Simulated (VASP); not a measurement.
# As (Cmce) in VASP: further runs

As is run at these levels: LDA; tasks: single point, relaxation of cell and atoms.

Program: VASP 6.6.1. These are calculated values, not measurements. Logs are shortened: lines on timing, memory, paths and dates and some standing lists are left out, and cuts for length are marked.

### 1 The cell of the first run

It takes space group Cmce (No. 64, orthorhombic). The conventional cell has a = 3.650 Å, b = 11.000 Å, c = 4.470 Å, α = 90.00°, β = 90.00°, γ = 90.00°. Within 3.4 Å of As (site symmetry m) lie 5 As at 2.48 to 3.32 Å.

### 2 Single point, LDA

INCAR

```
SYSTEM = As
PREC = Accurate
ENCUT = 520
EDIFF = 1E-7
ISMEAR = 0
SIGMA = 0.1
LREAL = .False.
LASPH = .True.
NELM = 80
ALGO = Normal
ISIF = 2
LWAVE = .False.
LCHARG = .False.
GGA = CA
NBANDS = 18
```

KPOINTS

```
regular mesh
0
Gamma
  6 6 4
  0 0 0
```

POSCAR

```
As
1.0
    1.8250000000     -5.5000000000      0.0000000000
    1.8250000000      5.5000000000      0.0000000000
    0.0000000000      0.0000000000      4.4700000000
As
4
Direct
    0.1100000000      0.8900000000      0.0600000000
    0.6100000000      0.3900000000      0.4400000000
    0.8900000000      0.1100000000      0.9400000000
    0.3900000000      0.6100000000      0.5600000000
```

Potentials or basis: VASP PAW LDA potentials, release 64 (As).

On the command line:

```bash
cat potpaw_LDA.64/As/POTCAR > POTCAR
mpirun -np 1 vasp_std > vasp.out
```

OUTCAR:

```text
SYSTEM = As
   PREC = Accurate
   ENCUT = 520
   EDIFF = 1E-7
   ISMEAR = 0
   LREAL = .False.
   LASPH = .True.
   NELM = 80
   ISIF = 2
   GGA = CA

 ion  position               nearest neighbor table
   1  0.110  0.890  0.060-   3 2.48   2 2.49   2 2.49
   2  0.610  0.390  0.440-   4 2.48   1 2.49   1 2.49
   3  0.890  0.110  0.940-   1 2.48   4 2.49   4 2.49
   4  0.390  0.610  0.560-   2 2.48   3 2.49   3 2.49

  LATTYP: Found a base centered orthorhombic cell.
 ALAT       =     3.6500000000
 B/A-ratio  =     3.0136986301
 C/A-ratio  =     1.2246575342

  Lattice vectors:

 A1 = (   1.8250000000,  -5.5000000000,   0.0000000000)
 A2 = (   1.8250000000,   5.5000000000,   0.0000000000)
 A3 = (   0.0000000000,   0.0000000000,   4.4700000000)

Analysis of symmetry for initial positions (statically):
=====================================================================
 Subroutine PRICEL returns:
 Original cell was already a primitive cell.

 Routine SETGRP: Setting up the symmetry group for a
 base centered orthorhombic supercell.

 Subroutine GETGRP returns: Found  8 space group operations
 (whereof  4 operations were pure point group operations)
 out of a pool of  8 trial point group operations.

The static configuration has the point symmetry C_2h.
 The point group associated with its full space group is D_2h.

Analysis of symmetry for dynamics (positions and initial velocities):
=====================================================================
 Subroutine PRICEL returns:
 Original cell was already a primitive cell.

 Routine SETGRP: Setting up the symmetry group for a
 base centered orthorhombic supercell.

 Subroutine GETGRP returns: Found  8 space group operations
 (whereof  4 operations were pure point group operations)
 out of a pool of  8 trial point group operations.

The dynamic configuration has the point symmetry C_2h.
 The point group associated with its full space group is D_2h.

 Subroutine INISYM returns: Found  8 space group operations
 (whereof  4 operations are pure point group operations),
 and found     1 'primitive' translations

----------------------------------------------------------------------------------------

                                     Primitive cell

  volume of cell :      89.7353

  direct lattice vectors                    reciprocal lattice vectors
     1.825000000 -5.500000000  0.000000000     0.273972603 -0.090909091  0.000000000
     1.825000000  5.500000000  0.000000000     0.273972603  0.090909091  0.000000000
[... 92 lines left out ...]
   NSW    =      0    number of steps for IOM
   IBRION =     -1    ionic relax: 0-MD 1-quasi-New 2-CG
   NFREE  =      0    steps in history (QN), initial steepest desc. (CG)
   ISIF   =      2    stress and relaxation
   ISYM   =      2    0-nonsym 1-usesym 2-fastsym
   POTIM  = 0.5000    time-step for ionic-motion
   TEBEG  =    0.0;   TEEND  =   0.0 temperature during run
   PSTRESS=    0.0 pullay stress
   NELECT =      20.0000    total number of electrons
   NUPDOWN=      -1.0000    fix difference up-down
   EMIN   =  10.00;   EMAX   =-10.00  energy-range for DOS
   EFERMI =   0.00;   METHOD = LEGACY
   ISMEAR =     0;   SIGMA  =   0.10  broadening in eV -4-tet -1-fermi 0-gaus
   EFERMI_NEDOS =   21; number of points for ismear=-14 and -15
   IALGO  =     38    algorithm
   IMIX   =      4    mixing-type and parameters
     AMIX     =   0.40;   BMIX     =  1.00
     AMIX_MAG =   1.60;   BMIX_MAG =  1.00
  volume/ion in A,a.u.               =      22.43       151.39
  Fermi-wavevector in a.u.,A,eV,Ry     =   0.992576  1.875697 13.404559  0.985207
  Thomas-Fermi vector in A             =   2.124398
   LORBIT       =      0    0 simple, 1 ext, 2 COOP (PROOUT), +10 PAW based schemes
   GGA     = CA    functional components
   LHFCALC =     F    Hartree Fock is set to
   AEXX    =    0.0000 exact exchange contribution
   IVDW    =     0    specifies the selected vdW correction
   LEPSILON=     F    determine dielectric tensor
   LRPA    =     F    only Hartree local field effects (RPA)
 non-spin polarized calculation
 Gauss-broadening in eV      SIGMA  =   0.10
  energy-cutoff  :      520.00
  volume of cell :       89.74
 maximum number of plane-waves:      2436
 NGX is ok and might be reduce to    48
   NGX = 21   NGY = 21   NGZ = 17

 number of electron      20.0000001 magnetization

 Free energy of the ion-electron system (eV)
  ---------------------------------------------------
  ext. energy  EPLUGINS =         0.00000000
  ---------------------------------------------------
  free energy    TOTEN  =       -21.34193254 eV

  energy without entropy =      -21.34124148  energy(sigma->0) =      -21.34158701

 E-fermi :   4.6987     XC(G=0):  -9.9616

 val. band max:        4.6018682103   @ k =  -0.3333   0.3333   0.0000
 cond. band min:       4.8197367593   @ k =   0.5000   0.1667   0.0000
 fundamental gap:      0.2178685490
 Fermi energy:         4.6987070873

 k-point     1 :       0.0000    0.0000    0.0000
  band No.  band energies     occupation
      1     -10.0122      2.00000
      2      -7.2474      2.00000
      3      -4.6420      2.00000
      4      -1.2900      2.00000
      5      -1.2757      2.00000
      6       0.4704      2.00000
[... 481 lines left out ...]
      5      -0.0629      2.00000
      6       1.1031      2.00000
[... 10 lines left out ...]
     17      10.9249      0.00000
     18      12.1900      0.00000

 [... further k-points ...]

------------------------ aborting loop because EDIFF is reached ----------------------------------------

  FORCE on cell =-STRESS in cart. coord.  units (eV):
  Direction    XX          YY          ZZ          XY          YZ          ZX
  --------------------------------------------------------------------------------------
  -------------------------------------------------------------------------------------
  Total       -0.0031914     -0.8906890     -1.5937814      0.0000000      0.0000000      0.0000000
  in kB       -0.0569810    -15.9027999    -28.4561581      0.0000000      0.0000000      0.0000000
  external PRESSURE =     -14.8053130 kB  Pullay stress =       0.0000000 kB

 VOLUME and BASIS-vectors are now :
 -----------------------------------------------------------------------------
  energy-cutoff  :      520.00
  volume of cell :       89.74
      direct lattice vectors                 reciprocal lattice vectors
     1.825000000 -5.500000000  0.000000000     0.273972603 -0.090909091  0.000000000
     1.825000000  5.500000000  0.000000000     0.273972603  0.090909091  0.000000000
     0.000000000  0.000000000  4.470000000     0.000000000  0.000000000  0.223713647

 POSITION                                       TOTAL-FORCE (eV/Angst)
 -----------------------------------------------------------------------------------
      1.82500      4.29000      0.26820         0.000000      0.006494      0.127179
      1.82500     -1.21000      1.96680         0.000000      0.006494     -0.127179
      1.82500     -4.29000      4.20180         0.000000     -0.006494     -0.127179
      1.82500      1.21000      2.50320         0.000000     -0.006494      0.127179
 -----------------------------------------------------------------------------------
    total drift:                               -0.000000      0.000000     -0.000000

  FREE ENERGIE OF THE ION-ELECTRON SYSTEM (eV)
  ---------------------------------------------------
  free  energy   TOTEN  =       -21.3419325361 eV

  energy  without entropy=      -21.3412414773  energy(sigma->0) =      -21.34158701
```

OSZICAR:

```text
N       E                     dE             d eps       ncg     rms          rms(c)
DAV:   1     0.639233339156E+02    0.63923E+02   -0.78547E+03  1404   0.925E+02
DAV:   2    -0.169182434964E+02   -0.80842E+02   -0.77811E+02  1928   0.143E+02
DAV:   3    -0.214345101238E+02   -0.45163E+01   -0.44845E+01  1740   0.351E+01
DAV:   4    -0.214682304459E+02   -0.33720E-01   -0.33702E-01  1748   0.341E+00
DAV:   5    -0.214683847449E+02   -0.15430E-03   -0.15428E-03  1662   0.244E-01    0.503E+00
DAV:   6    -0.213840905512E+02    0.84294E-01   -0.26469E-02  1582   0.781E-01    0.296E+00
DAV:   7    -0.213420527145E+02    0.42038E-01   -0.50110E-02  1516   0.109E+00    0.109E-01
DAV:   8    -0.213419291744E+02    0.12354E-03   -0.13009E-03  1524   0.197E-01    0.416E-02
DAV:   9    -0.213419326894E+02   -0.35150E-05   -0.10875E-04  1774   0.498E-02    0.159E-02
DAV:  10    -0.213419323138E+02    0.37556E-06   -0.29291E-06  1544   0.100E-02    0.697E-03
DAV:  11    -0.213419325500E+02   -0.23619E-06   -0.70048E-07  1556   0.445E-03    0.804E-04
DAV:  12    -0.213419325361E+02    0.13904E-07   -0.41967E-08   824   0.970E-04
   1 F= -.21341933E+02 E0= -.21341587E+02  d E =-.691059E-03
```

Wall time 83 s (1 thread of Intel Xeon Platinum 8259CL at 2.50GHz (Skylake/Cascade Lake), shared host); peak memory 0.23 GiB.

What came out:

```
Free energy   : -21.3419 eV
Pressure      : -1.5 GPa
Largest force : 0.127 eV/Å
```

Forces on the atoms (eV/Å):
```
As   0.000  0.006  0.127
As   0.000  0.006 -0.127
As   0.000 -0.006 -0.127
As   0.000 -0.006  0.127
```

Stress tensor (GPa, compression positive):
```
-0.01  0.00  0.00
 0.00 -1.59  0.00
 0.00  0.00 -2.85
```

### 3 Single point, LDA

This run uses another cell than the first one, of 21.03 Å³/atom.

INCAR

```
SYSTEM = As
PREC = Accurate ; ENCUT = 520
EDIFF = 1E-6 ; ISMEAR = 0
SIGMA = 0.01 ; LREAL = .False.
LASPH = .True. ; NELM = 80
ALGO = Normal ; ISIF = 2
LWAVE = .False. ; LCHARG = .False.
NBANDS = 18
```

KPOINTS

```
regular mesh
0
Gamma
  10 10 8
  0 0 0
```

POSCAR

```
As
1.0
    1.8564569571     -5.3851555206      0.0000000000
    1.8564569571      5.3851555206      0.0000000000
    0.0000000000      0.0000000000      4.2076869844
As
4
Direct
    0.1127064696      0.8872935304      0.0534288460
    0.6127064696      0.3872935304      0.4465711540
    0.8872935304      0.1127064696      0.9465711540
    0.3872935304      0.6127064696      0.5534288460
```

Potentials or basis: VASP PAW LDA potentials, release 64 (As).

On the command line:

```bash
cat potpaw_LDA.64/As/POTCAR > POTCAR
mpirun -np 1 vasp_std > vasp.out
```

Wall time 3.4 min (1 thread of Intel Xeon Platinum 8259CL at 2.50GHz (Skylake/Cascade Lake), shared host); peak memory 0.31 GiB.

It converged, with:

```
Free energy            : -21.3616 eV
Pressure               : 0.5 GPa
Largest force          : 0.075 eV/Å
Band gap on the k mesh : zero (bands 10 and 11 overlap by 0.48 eV)
```

Forces on the atoms (eV/Å):
```
As   0.000 -0.055 -0.051
As   0.000 -0.055  0.051
As   0.000  0.055  0.051
As   0.000  0.055 -0.051
```

Levels at points of the mesh, in eV from the Fermi level:
```tsv
k point	band 8	band 9	band 10	band 11	band 12	band 13
(0.00, 0.00, 0.00)	-2.37	-2.06	-0.81	1.94	2.48	2.51
(0.50, 0.00, 0.00)	-2.35	-2.11	-2.11	0.76	0.76	1.27
(0.50, 0.50, 0.00)	-1.80	-1.56	-0.62	0.02	1.96	2.35
(0.00, 0.00, 0.50)	-2.16	-0.55	-0.55	0.83	0.83	1.55
(0.50, 0.00, 0.50)	-4.89	-1.90	-1.90	1.91	1.91	5.46
(0.50, 0.50, 0.50)	-1.72	-1.14	-1.14	1.35	1.35	1.86
```

### 4 Single point, LDA

This run uses another cell than the first one, of 21.11 Å³/atom.

INCAR

```
SYSTEM = As
PREC = Accurate
ENCUT = 520
EDIFF = 1E-6
ISMEAR = 0
SIGMA = 0.1
LREAL = .FALSE.
LASPH = .TRUE.
NELM = 100
ALGO = Normal
ISIF = 2
LWAVE = .FALSE.
LCHARG = .FALSE.
GGA = CA
NBANDS = 18
```

KPOINTS

```
Automatic mesh
0
G
  12 12 10
  0 0 0
```

POSCAR

```
As
1.0
    1.8562846676     -5.3748731871      0.0000000000
    1.8562846676      5.3748731871      0.0000000000
    0.0000000000      0.0000000000      4.2306344878
As
4
Direct
    0.1126301261      0.8873698739      0.0545064847
    0.6126301261      0.3873698739      0.4454935153
    0.8873698739      0.1126301261      0.9454935153
    0.3873698739      0.6126301261      0.5545064847
```

On the command line:

```bash
cat potpaw_LDA.64/As/POTCAR > POTCAR
mpirun -np 1 vasp_std > vasp.out
```

It took 4.5 min on 1 thread of Intel Xeon Platinum 8259CL at 2.50GHz (Skylake/Cascade Lake), shared host; peak memory 0.4 GiB.

It converged, with:

| Property | Result |
| --- | --- |
| Free energy | -21.3601 eV |
| Pressure | 0.5 GPa |
| Largest force | 0.080 eV/Å |
| Band gap on the k mesh | zero (bands 10 and 11 overlap by 0.49 eV) |

Forces on the atoms (eV/Å):
```
As   0.000 -0.064 -0.049
As   0.000 -0.064  0.049
As   0.000  0.064  0.049
As   0.000  0.064 -0.049
```

Stress tensor (GPa, compression positive):
```
0.49 0.00 0.00
0.00 0.56 0.00
0.00 0.00 0.42
```

Levels at points of the mesh, in eV from the Fermi level:
| k point | band 7 | band 8 | band 9 | band 10 | band 11 | band 12 | band 13 | band 14 |
| --- | --- | --- | --- | --- | --- | --- | --- | --- |
| (0.00, 0.00, 0.00) | -3.42 | -2.34 | -2.04 | -0.84 | 1.93 | 2.46 | 2.49 | 3.72 |
| (0.50, 0.00, 0.00) | -2.36 | -2.36 | -2.13 | -2.13 | 0.79 | 0.79 | 1.27 | 1.27 |
| (0.50, 0.50, 0.00) | -3.89 | -1.73 | -1.53 | -0.54 | 0.03 | 1.95 | 2.33 | 3.25 |
| (0.00, 0.00, 0.50) | -2.16 | -2.16 | -0.55 | -0.55 | 0.84 | 0.84 | 1.60 | 1.60 |
| (0.50, 0.00, 0.50) | -4.85 | -4.85 | -1.87 | -1.87 | 1.94 | 1.94 | 5.38 | 5.38 |
| (0.50, 0.50, 0.50) | -1.69 | -1.69 | -1.15 | -1.15 | 1.40 | 1.40 | 1.87 | 1.87 |

### 5 Relaxation of cell and atoms, LDA

INCAR

```
PREC = Accurate ; ENCUT = 600
EDIFF = 1E-7 ; ISMEAR = 0
SIGMA = 0.01 ; LREAL = F
LASPH = T ; NELM = 60
ALGO = Normal ; ISIF = 3
LWAVE = F ; LCHARG = F
GGA = CA ; IBRION = 2
NSW = 100 ; EDIFFG = -0.005
```

KPOINTS

```
Automatic mesh
0
Gamma
  10 10 8
```

POSCAR

```
As
1.0
    1.8250000000     -5.5000000000      0.0000000000
    1.8250000000      5.5000000000      0.0000000000
    0.0000000000      0.0000000000      4.4700000000
As
4
Direct
    0.1100000000      0.8900000000      0.0600000000
    0.6100000000      0.3900000000      0.4400000000
    0.8900000000      0.1100000000      0.9400000000
    0.3900000000      0.6100000000      0.5600000000
```

On the command line:

```bash
cat potpaw_LDA.64/As/POTCAR > POTCAR
mpirun -np 1 vasp_std > vasp.out
```

It took 38 min on 1 thread of Intel Xeon Platinum 8259CL at 2.50GHz (Skylake/Cascade Lake), shared host; peak memory 0.38 GiB.

Results (log left out):

```yaml
Free_energy: -21.3630 eV
Relaxed_volume: 21.08 Å³/atom
Relaxed_cell: a = 5.704 Å, b = 5.704 Å, c = 4.202 Å, α = 90.00°, β = 90.00°, γ = 141.93°
Space_group_after_relaxing_to_0.1_Å: Cmce (No. 64)
Energy_gained_by_relaxing: 10.7 meV/atom
Ionic_steps: 22
Pressure_after_relaxing: 0.0 GPa
Band_gap_on_the_k_mesh: zero (bands 10 and 11 overlap by 0.52 eV)
```

Forces on the atoms (eV/Å):
```
As   0.000 -0.002 -0.001
As   0.000 -0.002  0.001
As   0.000  0.002  0.001
As   0.000  0.002 -0.001
```

Step by step:
| step | energy change (eV) | largest force (eV/Å) | pressure (GPa) | volume (Å³) |
| --- | --- | --- | --- | --- |
| 1 | 0.0000 | 0.1533 | -1.49 | 89.74 |
| 2 | -0.0094 | 0.2566 | 0.93 | 87.04 |
| 3 | -0.0121 | 0.1474 | 0.12 | 87.89 |
| 4 | -0.0191 | 0.1362 | 0.03 | 87.52 |
| 5 | -0.0323 | 0.1492 | -0.22 | 86.39 |
| 6 | -0.0198 | 0.2955 | -0.48 | 84.03 |
| 7 | -0.0344 | 0.1810 | -0.29 | 85.79 |
| 8 | -0.0389 | 0.0515 | -0.12 | 84.96 |
| 9 | -0.0389 | 0.0485 | -0.11 | 84.93 |
| 10 | -0.0407 | 0.0243 | 0.00 | 84.49 |
| 11 | -0.0416 | 0.0240 | 0.10 | 84.08 |
| 12 | -0.0416 | 0.0280 | 0.12 | 84.01 |
| 13 | -0.0416 | 0.0266 | 0.11 | 84.03 |
| 14 | -0.0420 | 0.0359 | -0.04 | 84.21 |
| 15 | -0.0421 | 0.0439 | -0.19 | 84.37 |
| 16 | -0.0423 | 0.0329 | -0.14 | 84.36 |
| 17 | -0.0426 | 0.0123 | 0.01 | 84.32 |
| 18 | -0.0426 | 0.0134 | 0.02 | 84.31 |
| 19 | -0.0426 | 0.0100 | 0.01 | 84.32 |
| 20 | -0.0426 | 0.0070 | -0.04 | 84.36 |
| 21 | -0.0426 | 0.0058 | -0.03 | 84.35 |
| 22 | -0.0426 | 0.0023 | -0.01 | 84.33 |

Final structure:
```
As
1.0
     1.86071   -5.39248    0.00000
     1.86071    5.39248    0.00000
     0.00000    0.00000    4.20216
As
4
Cartesian
  1.8607 4.1741 0.2204
  1.8607 -1.2183 1.8807
  1.8607 -4.1741 3.9818
  1.8607 1.2183 2.3214
```

Levels at points of the mesh, in eV from the Fermi level:
```tsv
k point	band 8	band 9	band 10	band 11	band 12	band 13
(0.00, 0.00, 0.00)	-2.36	-2.03	-0.78	2.00	2.53	2.56
(0.50, 0.00, 0.00)	-2.31	-2.05	-2.05	0.76	0.76	1.28
(0.50, 0.50, 0.00)	-1.80	-1.54	-0.63	0.02	2.02	2.39
(0.00, 0.00, 0.50)	-2.11	-0.52	-0.52	0.83	0.83	1.52
(0.50, 0.00, 0.50)	-4.85	-1.89	-1.89	1.92	1.92	5.49
(0.50, 0.50, 0.50)	-1.69	-1.11	-1.11	1.35	1.35	1.85
```

### 6 Overview

| task | cell | k mesh | cutoff (eV) | smearing | gap on the mesh (eV) | pressure (GPa) | largest force (eV/Å) |
| --- | --- | --- | --- | --- | --- | --- | --- |
| single point | a = 5.795, b = 5.795, c = 4.470 Å, angles 90.0, 90.0, 143.3°, 4 atoms, atomic positions A | 6 × 6 × 4 | 520 | gaussian 0.1 eV | - | -1.5 | 0.13 |
| single point | a = 5.696, b = 5.696, c = 4.208 Å, angles 90.0, 90.0, 142.0°, 4 atoms, atomic positions B | 10 × 10 × 8 | 520 | gaussian 0.01 eV | none | 0.5 | 0.07 |
| single point | a = 5.686, b = 5.686, c = 4.231 Å, angles 90.0, 90.0, 141.9°, 4 atoms, atomic positions C | 12 × 12 × 10 | 520 | gaussian 0.1 eV | none | 0.5 | 0.08 |
| relaxation of cell and atoms | relaxed from a = 5.795, b = 5.795, c = 4.470 Å, angles 90.0, 90.0, 143.3°, 4 atoms, atomic positions A | 10 × 10 × 8 | 600 | gaussian 0.01 eV | none | 0.0 | - |

Alike in all rows: level LDA; potentials or basis VASP PAW LDA potentials, release 64 (As); no spin polarisation.

Absolute energies hang on the potentials; compare differences alone.
